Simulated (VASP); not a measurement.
A run of VASP 6.6.1 is set up as follows.

INCAR

```
ALGO = Normal ; EDIFF = 1E-8
ENCUT = 520 ; GGA = PS
IBRION = 8 ; ISIF = 2
ISMEAR = -1 ; LASPH = True
LCHARG = True ; LREAL = False
LWAVE = False ; NELM = 100
NSW = 1 ; PREC = Accurate
SIGMA = 0.15
```

Contents of KPOINTS:

```
k-points
0
Gamma
  14 14 14
```

Contents of POSCAR:

```
TiB
1.0
    0.0000000000      2.4403391418      2.4403391418
    2.4403391418      0.0000000000      2.4403391418
    2.4403391418      2.4403391418      0.0000000000
Ti B
1 1
Direct
    0.7500000000      0.7500000000      0.7500000000
    0.0000000000      0.0000000000      0.0000000000
```

Potentials or basis: VASP PAW PBE potentials, release 64 (Ti_sv, B).

Command:

```console
$ cat potpaw_PBE.64/Ti_sv/POTCAR potpaw_PBE.64/B/POTCAR > POTCAR
$ mpirun -np 1 vasp_std > vasp.out
```

(1) Estimate the highest phonon frequency at Γ, LO-TO splitting left out.

Results:

(1) 547 cm⁻¹.

Caveat: the cell differs from its parent crystal (phonons at volume x 0.98); the cell wasn't relaxed at this level first, which shifts response properties.
